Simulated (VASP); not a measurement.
GaAs: single point with PBE

GaAs:

```
Ga As
1.0
     3.99777    0.00000    0.00000
     1.99889    3.46217    0.00000
     1.99889    1.15406    3.26417
Ga As
1 1
Direct
  0.00000 0.00000 0.00000
  0.25000 0.25000 0.25000
```

```
Program                : VASP 6.6.1
Task                   : single point
Functional             : PBE
Potentials or basis    : VASP PAW PBE potentials, release 64 (Ga_d, As)
Cutoff                 : 500 eV
k mesh                 : 5 × 5 × 5
Occupations            : gaussian, width 0.01 eV
Spin                   : no spin polarisation
Dipole correction      : no
Further INCAR settings : ALGO = Normal; EDIFF = 1e-06; NBANDS = 16
```

```json
{"Pressure": "3.5 GPa", "Band gap on the k mesh": "0.52 eV, direct"}
```

Levels at points of the mesh, in eV from the valence-band top:
```tsv
k point	band 7	band 8	band 9	band 10	band 11	band 12
(0.00, 0.00, 0.00)	0.00	0.00	0.00	0.52	3.71	3.71
```

Run time: 13 s on 1 thread of AMD EPYC 7R13 Processor (Zen 3), with other jobs on the host, peak memory 0.13 GiB.

A hybrid or GW would open this gap; PBE tends to underestimate it.
